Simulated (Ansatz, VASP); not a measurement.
## Au: VASP beside Ansatz

```
Au
1.0
     0.00000    1.94322    1.94322
     1.94322    0.00000    1.94322
     1.94322    1.94322    0.00000
Au
1
Direct
  0.00000 0.00000 0.00000
```

Change from the starting cell: strain -0.050 along x and y, -0.050 along z, atoms carried along.

Alike in both runs: task single point; functional PBE; k mesh 20 × 20 × 20; occupations gaussian, width 0.15 eV; no spin polarisation.

```csv
,VASP,Ansatz
version,VASP 6.6.1,Ansatz 0.2.0
potentials or method,"VASP PAW PBE potentials, release 64 (Au), cutoff 520 eV","scalar-relativistic, plane waves, PAW"
valence electrons in the cell,11,19
```

|  | VASP | Ansatz | Ansatz less VASP |
| --- | --- | --- | --- |
| gap on the k mesh at the Fermi level (eV) | none | none | - |
| pressure (GPa) | 50.6 | 51.0 | +0.49 |

A gap of «none» marks a metal or a gap that the smearing closes. Both programs put the cell under a high pressure, so it lies far from rest at this level. VASP's potentials hold 11 valence electrons a cell and Ansatz's 19, so a difference there can come from the potentials and not from the codes.

Spin-orbit coupling is off throughout.
